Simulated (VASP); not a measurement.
Wanted: the native input for a VASP 6.6.1 run.

```
Task                   : single point
Functional             : r2SCAN
Potentials or basis    : VASP PAW PBE potentials, release 64 (Zn, Se)
Cutoff                 : 550 eV
k mesh                 : 6 × 6 × 6
Occupations            : gaussian, width 0.05 eV
Spin                   : no spin polarisation
Dipole correction      : no
Further INCAR settings : ALGO = Normal; EDIFF = 1e-06; NBANDS = 46
```

ZnSe:

```xyz
8
Lattice="5.6659 0.0000 0.0000 0.0000 -5.6659 0.0000 0.0000 0.0000 -5.6659" Properties=species:S:1:pos:R:3 pbc="T T T"
Zn    0.0000    0.0000    0.0000
Zn    2.8329   -2.8329    0.0000
Zn    2.8329    0.0000   -2.8329
Zn    0.0000   -2.8329   -2.8329
Se    4.2494   -4.2494   -4.2494
Se    1.4165   -1.4165   -4.2494
Se    1.4165   -4.2494   -1.4165
Se    4.2494   -1.4165   -1.4165
```

One way to write it, as run:

POSCAR

```
ZnSe
1.0
    5.6658904671      0.0000000000      0.0000000000
    0.0000000000     -5.6658904671      0.0000000000
    0.0000000000      0.0000000000     -5.6658904671
Zn Se
4 4
Direct
    0.0000000000      0.0000000000      0.0000000000
    0.5000000000      0.5000000000      0.0000000000
    0.5000000000      0.0000000000      0.5000000000
    0.0000000000      0.5000000000      0.5000000000
    0.7500000000      0.7500000000      0.7500000000
    0.2500000000      0.2500000000      0.7500000000
    0.2500000000      0.7500000000      0.2500000000
    0.7500000000      0.2500000000      0.2500000000
```

INCAR.step1

```
PREC = Accurate
ENCUT = 550
ISMEAR = 0
SIGMA = 0.05
LREAL = False
LASPH = True
NELM = 120
NBANDS = 46
GGA = PE
ALGO = Normal
EDIFF = 1E-5
LWAVE = True
LCHARG = False
GGA_COMPAT = False
```

INCAR.step2

```
PREC = Accurate
ENCUT = 550
EDIFF = 1E-6
ISMEAR = 0
SIGMA = 0.05
LREAL = False
LASPH = True
NELM = 120
ALGO = Normal
ISIF = 2
LWAVE = False
LCHARG = True
METAGGA = R2SCAN
LMIXTAU = True
LELF = True
LVHAR = True
NBANDS = 46
ISTART = 1
GGA_COMPAT = False
```

KPOINTS

```
regular mesh
0
Gamma
  6 6 6
```

Potentials or basis: VASP PAW PBE potentials, release 64 (Zn, Se).

Command:

```bash
$ cat potpaw_PBE.64/Zn/POTCAR potpaw_PBE.64/Se/POTCAR > POTCAR
$ cp INCAR.step1 INCAR
$ mpirun -np 1 vasp_std > vasp.out
$ cp INCAR.step2 INCAR
$ mpirun -np 1 vasp_std > vasp.out
```

Results of the run:

```
Pressure               : 0.1 GPa
Band gap on the k mesh : 1.87 eV
```

Caveat: the PAW data sets were made with another functional, which shifts forces and pressure a little.

Wall time 17 min on 1 thread of Oxide Virtual Turin-like Processor, on a shared host, peak memory 0.41 GiB.
